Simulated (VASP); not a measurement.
Runs of VASP 6.6.1 on TePt. The structure is that of space group P6_3/mmc (No. 194), or close to it. The cells are those of the table. 

```tsv
fixed moment (μB)	cell	pressure (GPa)	moment (μB)
0.75	a = 4.142, b = 4.142, c = 5.430 Å, angles 90.0, 90.0, 120.0°, 4 atoms	7.2	0.75
0.5	a = 4.023, b = 4.023, c = 5.275 Å, angles 90.0, 90.0, 120.0°, 4 atoms	(a)	0.50
0.125	a = 4.307, b = 4.307, c = 5.647 Å, angles 90.0, 90.0, 120.0°, 4 atoms	-9.1	0.12
1.0	a = 4.307, b = 4.307, c = 5.647 Å, angles 90.0, 90.0, 120.0°, 4 atoms	-8.7	1.00
```

Alike in all rows: task single point; level LDA; potentials or basis VASP PAW LDA potentials, release 64 (Te, Pt); spin collinear; k mesh 12 × 12 × 8; cutoff (eV) 520; smearing gaussian 0.15 eV.

Question: Fill in the values left out.

Answer: (a) 26.3.

Caveats: the total moment is fixed, so each spin has its own Fermi level and the state may be an excited one; the cell stands under pressure (at least some runs); the cell stands under tension (at least some runs).
